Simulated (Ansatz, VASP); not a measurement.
## Na2Ru: VASP beside Ansatz

```
Na Ru
1.0
     4.27594    0.00000    0.00000
    -2.13797    3.70307    0.00000
     0.00000    0.00000    3.50066
Na Ru
2 1
Direct
  0.33333 0.66667 0.50000
  0.66667 0.33333 0.50000
  0.00000 0.00000 0.50000
```

Alike in both runs: task relaxation of cell and atoms; functional PBE; k mesh 6 × 6 × 6; occupations gaussian, width 0.1 eV; no spin polarisation.

|  | VASP | Ansatz |
| --- | --- | --- |
| version | VASP 6.6.1 | Ansatz 0.2.0 |
| potentials or method | VASP PAW PBE potentials, release 64 (Na_pv, Ru_pv), cutoff 600 eV | scalar-relativistic, plane waves, PAW |
| valence electrons in the cell | 28 | 34 |

VASP gave:

```
gap on the k mesh at the Fermi level, each at its own relaxed structure (eV) : none
relaxed volume (Å³/atom)                                                     : 19.73
relaxed cell length with the largest relative difference (Å)                 : 2.420
```

Task: Estimate Ansatz's values.

Result: gap on the k mesh at the Fermi level, each at its own relaxed structure (eV): none; relaxed volume (Å³/atom): 19.72; relaxed cell length with the largest relative difference (Å): 2.413.

A gap of «none» marks a metal or a gap that the smearing closes. VASP's potentials hold 28 valence electrons a cell and Ansatz's 34, so a difference there can come from the potentials and not from the codes.
